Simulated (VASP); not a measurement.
# B2P3 (P6/mmm) in VASP: notebook

B2P3 is run at these levels: PBE; tasks: single point, relaxation of cell and atoms.

Everything below comes from runs of VASP 6.6.1. Logs are shortened: lines on timing, memory, paths and dates and some standing lists are left out, and cuts for length are marked.

**1. The cell of the first run**

Symmetry: P6/mmm, No. 191, hexagonal system. The conventional cell has a = 5.087 Å, b = 5.087 Å, c = 3.089 Å, α = 90.00°, β = 90.00°, γ = 120.00°. B (site symmetry 6/mmm) has 2 B at 1.54 Å within 2.1 Å. B (site symmetry 6/mmm) has 2 B at 1.54 Å within 2.1 Å. Within 3.4 Å of P (site symmetry mmm) lie 6 B at 2.54 to 2.98 Å and 6 P at 2.54 to 3.09 Å.

The cell was built from a structure type or drawn by symmetry, and may not be a known phase.

**2. Single point, PBE**

The input, INCAR:

```
ALGO     = Normal         # electronic algorithm
EDIFF    = 1E-6           # SCF threshold, eV
ENCUT    = 520            # plane-wave cutoff, eV
GGA      = PE             # functional
ISIF     = 2              # what is computed and relaxed
ISMEAR   = 0              # smearing method
LASPH    = True           # aspherical terms in the spheres
LCHARG   = False          # write CHGCAR
LREAL    = False          # projectors in reciprocal space
LWAVE    = False          # write WAVECAR
NBANDS   = 18             # bands
NELM     = 60             # most SCF steps
PREC     = Accurate       # precision mode
SIGMA    = 0.1            # smearing width, eV
```

The input, KPOINTS:

```
k-points
0
Gamma
  12 12 12
```

The input, POSCAR:

```
B2P3
1.0
    5.0866994698      0.0000000000      0.0000000000
   -2.5433497349      4.4052109623      0.0000000000
    0.0000000000      0.0000000000      3.0890044919
B P
2 3
Direct
    0.0000000000      0.0000000000      0.5000000000
    0.0000000000      0.0000000000      0.0000000000
    0.5000000000      0.0000000000      0.5000000000
    0.0000000000      0.5000000000      0.5000000000
    0.5000000000      0.5000000000      0.5000000000
```

Potentials or basis: VASP PAW PBE potentials, release 64 (B, P).

Started as:

```bash
cat potpaw_PBE.64/B/POTCAR potpaw_PBE.64/P/POTCAR > POTCAR
mpirun -np 1 vasp_std > vasp.out
```

OUTCAR:

```text
EDIFF = 1E-6
   ENCUT = 520
   GGA = PE
   ISIF = 2
   ISMEAR = 0
   LASPH = True
   LREAL = False
   NELM = 60
   PREC = Accurate

 ion  position               nearest neighbor table
   1  0.000  0.000  0.500-   2 1.54   2 1.54   3 2.54   3 2.54   4 2.54   4 2.54   5 2.54   5 2.54

   2  0.000  0.000  0.000-   1 1.54   1 1.54
   3  0.500  0.000  0.500-   1 2.54   1 2.54   5 2.54   5 2.54   4 2.54   4 2.54
   4  0.000  0.500  0.500-   5 2.54   5 2.54   1 2.54   1 2.54   3 2.54   3 2.54
   5  0.500  0.500  0.500-   4 2.54   4 2.54   1 2.54   3 2.54   3 2.54   1 2.54

  LATTYP: Found a hexagonal cell.
 ALAT       =     5.0866994698
 C/A-ratio  =     0.6072708856

  Lattice vectors:

 A1 = (   5.0866994698,   0.0000000000,   0.0000000000)
 A2 = (  -2.5433497349,   4.4052109623,   0.0000000000)
 A3 = (   0.0000000000,   0.0000000000,   3.0890044919)

Analysis of symmetry for initial positions (statically):
=====================================================================
 Subroutine PRICEL returns:
 Original cell was already a primitive cell.

 Routine SETGRP: Setting up the symmetry group for a
 hexagonal supercell.

 Subroutine GETGRP returns: Found 24 space group operations
 (whereof 24 operations were pure point group operations)
 out of a pool of 24 trial point group operations.

The static configuration has the point symmetry D_6h.

Analysis of symmetry for dynamics (positions and initial velocities):
=====================================================================
 Subroutine PRICEL returns:
 Original cell was already a primitive cell.

 Routine SETGRP: Setting up the symmetry group for a
 hexagonal supercell.

 Subroutine GETGRP returns: Found 24 space group operations
 (whereof 24 operations were pure point group operations)
 out of a pool of 24 trial point group operations.

The dynamic configuration has the point symmetry D_6h.

 Subroutine INISYM returns: Found 24 space group operations
 (whereof 24 operations are pure point group operations),
 and found     1 'primitive' translations

----------------------------------------------------------------------------------------

                                     Primitive cell

  volume of cell :      69.2184

  direct lattice vectors                    reciprocal lattice vectors
     5.086699470  0.000000000  0.000000000     0.196591131  0.113501942  0.000000000
    -2.543349735  4.405210962  0.000000000     0.000000000  0.227003884  0.000000000
     0.000000000  0.000000000  3.089004492     0.000000000  0.000000000  0.323728891

  length of vectors
     5.086699470  5.086699470  3.089004492     0.227003884  0.227003884  0.323728891

  position of ions in fractional coordinates (direct lattice)
     0.000000000  0.000000000  0.500000000
     0.000000000  0.000000000  0.000000000
     0.500000000  0.000000000  0.500000000
     0.000000000  0.500000000  0.500000000
     0.500000000  0.500000000  0.500000000

  ion indices of the primitive-cell ions
   primitive index   ion index
                 1           1
                 2           2
                 3           3
                 4           4
                 5           5

----------------------------------------------------------------------------------------

 KPOINTS: k-points

Automatic generation of k-mesh.
 Grid dimensions read from file:
 generate k-points for:   12   12   12

 Generating k-lattice:

  Cartesian coordinates                     Fractional coordinates (reciprocal lattice)
     0.016382594  0.009458495  0.000000000     0.083333333  0.000000000  0.000000000
     0.000000000  0.018916990  0.000000000     0.000000000  0.083333333  0.000000000
     0.000000000  0.000000000  0.026977408     0.000000000  0.000000000  0.083333333

  Length of vectors
     0.018916990  0.018916990  0.026977408

  Shift w.r.t. Gamma in fractional coordinates (k-lattice)
     0.000000000  0.000000000  0.000000000

 Subroutine IBZKPT returns following result:
 ===========================================

 Found    133 irreducible k-points:

 Following reciprocal coordinates:
            Coordinates               Weight
  0.000000  0.000000  0.000000      1.000000
  0.083333  0.000000  0.000000      6.000000
  0.166667  0.000000  0.000000      6.000000
  0.250000  0.000000  0.000000      6.000000
  0.333333  0.000000  0.000000      6.000000
  0.416667  0.000000  0.000000      6.000000
[... 16 lines left out ...]
  0.250000  0.000000  0.083333     12.000000
  0.333333  0.000000  0.083333     12.000000
 [... further k-points ...]
   k-points           NKPTS =    133   k-points in BZ     NKDIM =    133   number of bands    NBANDS=     18
   number of dos      NEDOS =    301   number of ions     NIONS =      5
   total plane-waves  NPLWV =  38400
   dimension x,y,z NGX =    40 NGY =   40 NGZ =   24
   dimension x,y,z NGXF=    80 NGYF=   80 NGZF=   48
   ions per type =               2   3
   NGX,Y,Z   is equivalent  to a cutoff of  13.07, 13.07, 12.92 a.u.
   NGXF,Y,Z  is equivalent  to a cutoff of  26.15, 26.15, 25.83 a.u.
 SYSTEM =  unknown system
   PREC   = accura    normal or accurate (medium, high low for compatibility)
   ISTART =      0    job   : 0-new  1-cont  2-samecut
   ICHARG =      2    charge: 1-file 2-atom 10-const
   ISPIN  =      1    spin polarized calculation?
   LNONCOLLINEAR =      F non collinear calculations
   LSORBIT =      F    spin-orbit coupling
   LASPH  =      T    aspherical Exc in radial PAW
   ENCUT  =  520.0 eV  38.22 Ry    6.18 a.u.   9.46  9.46  5.74*2*pi/ulx,y,z
   NELM   =     60;   NELMIN=  2; NELMDL= -5     # of ELM steps
   EDIFF  = 0.1E-05   stopping-criterion for ELM
   LREAL  =      F    real-space projection
   EDIFFG = 0.1E-04   stopping-criterion for IOM
   NSW    =      0    number of steps for IOM
   IBRION =     -1    ionic relax: 0-MD 1-quasi-New 2-CG
   NFREE  =      0    steps in history (QN), initial steepest desc. (CG)
   ISIF   =      2    stress and relaxation
   ISYM   =      2    0-nonsym 1-usesym 2-fastsym
   POTIM  = 0.5000    time-step for ionic-motion
   TEBEG  =    0.0;   TEEND  =   0.0 temperature during run
   PSTRESS=    0.0 pullay stress
   NELECT =      21.0000    total number of electrons
   NUPDOWN=      -1.0000    fix difference up-down
   EMIN   =  10.00;   EMAX   =-10.00  energy-range for DOS
   EFERMI =   0.00;   METHOD = LEGACY
   ISMEAR =     0;   SIGMA  =   0.10  broadening in eV -4-tet -1-fermi 0-gaus
   EFERMI_NEDOS =   21; number of points for ismear=-14 and -15
   IALGO  =     38    algorithm
   IMIX   =      4    mixing-type and parameters
     AMIX     =   0.40;   BMIX     =  1.00
     AMIX_MAG =   1.60;   BMIX_MAG =  1.00
  volume/ion in A,a.u.               =      13.84        93.42
  Fermi-wavevector in a.u.,A,eV,Ry     =   1.100037  2.078769 16.464172  1.210082
  Thomas-Fermi vector in A             =   2.236442
   LORBIT       =      0    0 simple, 1 ext, 2 COOP (PROOUT), +10 PAW based schemes
   GGA     = PE    functional components
   LHFCALC =     F    Hartree Fock is set to
   AEXX    =    0.0000 exact exchange contribution
   IVDW    =     0    specifies the selected vdW correction
   LEPSILON=     F    determine dielectric tensor
   LRPA    =     F    only Hartree local field effects (RPA)
 non-spin polarized calculation
 Gauss-broadening in eV      SIGMA  =   0.10
  energy-cutoff  :      520.00
  volume of cell :       69.22
 maximum number of plane-waves:      1890
 NGX is ok and might be reduce to    40
   NGX = 19   NGY = 19   NGZ = 11

 number of electron      21.0000001 magnetization

 Free energy of the ion-electron system (eV)
  ---------------------------------------------------
  ext. energy  EPLUGINS =         0.00000000
  ---------------------------------------------------
  free energy    TOTEN  =       -24.79671282 eV

  energy without entropy =      -24.78305641  energy(sigma->0) =      -24.78988461

 E-fermi :   6.7312     XC(G=0): -10.6799

 val. band max:        6.7265452028   @ k =   0.3333   0.3333   0.0833
 cond. band min:       6.7336237964   @ k =   0.3333   0.0000   0.0833
 fundamental gap:      0.0070785937
 Fermi energy:         6.7311744694

 k-point     1 :       0.0000    0.0000    0.0000
  band No.  band energies     occupation
      1      -8.1279      2.00000
      2      -1.9775      2.00000
      3      -1.9775      2.00000
      4      -1.8438      2.00000
      5      -0.5022      2.00000
      6      -0.2251      2.00000
[... 10 lines left out ...]
     17      13.6996      0.00000
     18      13.7893      0.00000

 k-point     2 :       0.0833    0.0000    0.0000
  band No.  band energies     occupation
      1      -8.0796      2.00000
      2      -2.4921      2.00000
      3      -2.1081      2.00000
      4      -2.0030      2.00000
      5      -0.2007      2.00000
      6      -0.0037      2.00000
[... 10 lines left out ...]
     17      13.5032      0.00000
     18      14.1252      0.00000

 k-point     3 :       0.1667    0.0000    0.0000
  band No.  band energies     occupation
      1      -7.9347      2.00000
      2      -3.3677      2.00000
      3      -2.3756      2.00000
      4      -2.2724      2.00000
      5       0.3412      2.00000
      6       0.5345      2.00000
[... 10 lines left out ...]
     17      13.2288      0.00000
     18      14.2876      0.00000

 k-point     4 :       0.2500    0.0000    0.0000
  band No.  band energies     occupation
      1      -7.6943      2.00000
      2      -4.2290      2.00000
      3      -2.6401      2.00000
      4      -2.5294      2.00000
      5       1.0271      2.00000
      6       1.2426      2.00000
[... 375 lines left out ...]
      4      -2.2120      2.00000
      5       0.3985      2.00000
      6       0.6150      2.00000
[... 10 lines left out ...]
     17      13.0707      0.00000
     18      14.3874      0.00000

 k-point    23 :       0.2500    0.0000    0.0833
  band No.  band energies     occupation
      1      -7.6203      2.00000
      2      -4.1567      2.00000
      3      -2.5636      2.00000
      4      -2.4671      2.00000
      5       1.0734      2.00000
      6       1.3227      2.00000
[... 10 lines left out ...]
     17      12.9467      0.00000
     18      14.0174      0.00000

 k-point    24 :       0.3333    0.0000    0.0833
  band No.  band energies     occupation
      1      -7.2870      2.00000
      2      -4.9452      2.00000
      3      -2.7695      2.00000
      4      -2.6637      2.00000
      5       1.8087      2.00000
      6       2.1269      2.00000
[... 10 lines left out ...]
     17      12.7768      0.00000
     18      13.5816      0.00000

 [... further k-points ...]

------------------------ aborting loop because EDIFF is reached ----------------------------------------

  FORCE on cell =-STRESS in cart. coord.  units (eV):
  Direction    XX          YY          ZZ          XY          YZ          ZX
  --------------------------------------------------------------------------------------
  -------------------------------------------------------------------------------------
  Total       -0.0539497     -0.0539497     -0.0393224     -0.0000000      0.0000000      0.0000000
  in kB       -1.2487573     -1.2487573     -0.9101831     -0.0000000      0.0000000      0.0000000
  external PRESSURE =      -1.1358993 kB  Pullay stress =       0.0000000 kB

 VOLUME and BASIS-vectors are now :
 -----------------------------------------------------------------------------
  energy-cutoff  :      520.00
  volume of cell :       69.22
      direct lattice vectors                 reciprocal lattice vectors
     5.086699470  0.000000000  0.000000000     0.196591131  0.113501942  0.000000000
    -2.543349735  4.405210962  0.000000000     0.000000000  0.227003884  0.000000000
     0.000000000  0.000000000  3.089004492     0.000000000  0.000000000  0.323728891

 POSITION                                       TOTAL-FORCE (eV/Angst)
 -----------------------------------------------------------------------------------
      0.00000      0.00000      1.54450         0.000000      0.000000      0.000000
      0.00000      0.00000      0.00000         0.000000      0.000000      0.000000
      2.54335      0.00000      1.54450        -0.000000      0.000000      0.000000
     -1.27167      2.20261      1.54450         0.000000      0.000000      0.000000
      1.27167      2.20261      1.54450         0.000000      0.000000      0.000000
 -----------------------------------------------------------------------------------
    total drift:                               -0.000000      0.000000     -0.000000

  FREE ENERGIE OF THE ION-ELECTRON SYSTEM (eV)
  ---------------------------------------------------
  free  energy   TOTEN  =       -24.7967128163 eV

  energy  without entropy=      -24.7830564065  energy(sigma->0) =      -24.78988461
```

Run time: 2.2 min. Hardware: 1 thread of Intel Xeon Platinum 8259CL at 2.50GHz (Skylake/Cascade Lake), shared host; peak memory 0.27 GiB.

Results:

| Property | Result |
| --- | --- |
| Free energy | -24.7967 eV |
| Pressure | -0.1 GPa |
| Band gap on the k mesh | zero (an odd number of electrons rules out a gap without spin polarisation) |

(Part 1 of 2 ends here.)
